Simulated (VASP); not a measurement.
Here is a VASP 6.6.1 calculation.

POSCAR

```
BaTe
1.0
    4.2448181598      0.0000000000      0.0000000000
    0.0000000000      4.2448181598      0.0000000000
    0.0000000000      0.0000000000      4.2448181598
Ba Te
1 1
Direct
    0.0000000000      0.0000000000      0.0000000000
    0.5000000000      0.5000000000      0.5000000000
```

File INCAR.step1:

```
SYSTEM = BaTe
ALGO = Normal
EDIFF = 1E-5
ENCUT = 520
GGA = PE
ISIF = 2
ISMEAR = 0
LASPH = .TRUE.
LCHARG = .FALSE.
LREAL = .FALSE.
LWAVE = .TRUE.
NBANDS = 15
NELM = 100
PREC = Accurate
SIGMA = 0.01
```

File INCAR.step2:

```
SYSTEM = BaTe
ALGO = Normal
EDIFF = 1E-6
ENCUT = 520
GGA = PE
HFSCREEN = 0.2079
ISIF = 2
ISMEAR = 0
ISTART = 1
LASPH = .TRUE.
LCHARG = .FALSE.
LHFCALC = .TRUE.
LREAL = .FALSE.
LWAVE = .FALSE.
NBANDS = 15
NELM = 100
PREC = Accurate
PRECFOCK = Normal
SIGMA = 0.01
```

The input KPOINTS:

```
k-points
0
G
  4 4 4
  0 0 0
```

Potentials or basis: VASP PAW PBE potentials, release 64 (Ba_sv, Te).

Command:

```sh
$ cat potpaw_PBE.64/Ba_sv/POTCAR potpaw_PBE.64/Te/POTCAR > POTCAR
$ cp INCAR.step1 INCAR
$ mpirun -np 1 vasp_std > vasp.out
$ cp INCAR.step2 INCAR
$ mpirun -np 1 vasp_std > vasp.out
```

(1) What does it give for the pressure?

(2) Estimate the band gap on the k mesh.

## Answers

(1) 0.0 GPa.

(2) 1.44 eV (least direct gap 1.65 eV).

Caveat: the PAW data sets were made with another functional, which shifts forces and pressure a little; spin-orbit coupling is left out, which moves the levels of the heavy elements.
